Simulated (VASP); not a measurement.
Set up this calculation in VASP 6.6.1, as the native input.

| Item | Value |
| --- | --- |
| Task | single point |
| Functional | PBE |
| Potentials or basis | VASP PAW PBE potentials, release 64 (Te, Pt) |
| Cutoff | 500 eV |
| k mesh | 12 × 12 × 8 |
| Occupations | gaussian, width 0.15 eV |
| Spin | collinear spin |
| Starting moments | [0.0, 0.0, 0.188] μB |
| Fixed moment | 0.1875 μB |
| Dipole correction | no |
| Further INCAR settings | ALGO = Normal; EDIFF = 1e-06; NBANDS = 22 |

The structure of Te2Pt lies in POSCAR:

```
Te2Pt
1.0
    3.9717110281      0.0000000000      0.0000000000
   -1.9858555140      3.4396026469      0.0000000000
    0.0000000000      0.0000000000      5.2344217783
Te Pt
2 1
Direct
    0.3333333333      0.6666666667      0.2528728645
    0.6666666667      0.3333333333      0.7471271355
    0.0000000000      0.0000000000      0.0000000000
```

One way to write it, as run:

INCAR

```
PREC = Accurate
ENCUT = 500
EDIFF = 1E-6
ISMEAR = 0
SIGMA = 0.15
LREAL = F
LASPH = T
NELM = 200
ALGO = Normal
ISIF = 2
LWAVE = F
LCHARG = T
ISPIN = 2
MAGMOM = 0 0 0.188
LORBIT = 11
NUPDOWN = 0.1875
LMAXMIX = 4
GGA = PE
LELF = T
LVHAR = T
NBANDS = 22
GGA_COMPAT = F
```

KPOINTS

```
regular mesh
0
Gamma
  12 12 8
```

Potentials or basis: VASP PAW PBE potentials, release 64 (Te, Pt).

Command:

```console
$ cat potpaw_PBE.64/Te/POTCAR potpaw_PBE.64/Pt/POTCAR > POTCAR
$ mpirun -np 1 vasp_std > vasp.out
```

It gave:

```json
{
  "Pressure": "9.8 GPa",
  "Largest force": "0.971 eV/Å",
  "Net moment": "0.19 μB per cell",
  "Site moments": "Te +0.04; Pt +0.06 μB",
  "Valence electrons inside the program's atomic spheres": "Te 3.37; Pt 9.54"
}
```

Caveat: the cell stands under pressure; the total moment is fixed, so each spin has its own Fermi level and the state may be an excited one.

Wall time 2.2 min on 1 thread of AMD EPYC 9R45 96-Core Processor (Zen 5), on a shared host, peak memory 0.39 GiB.
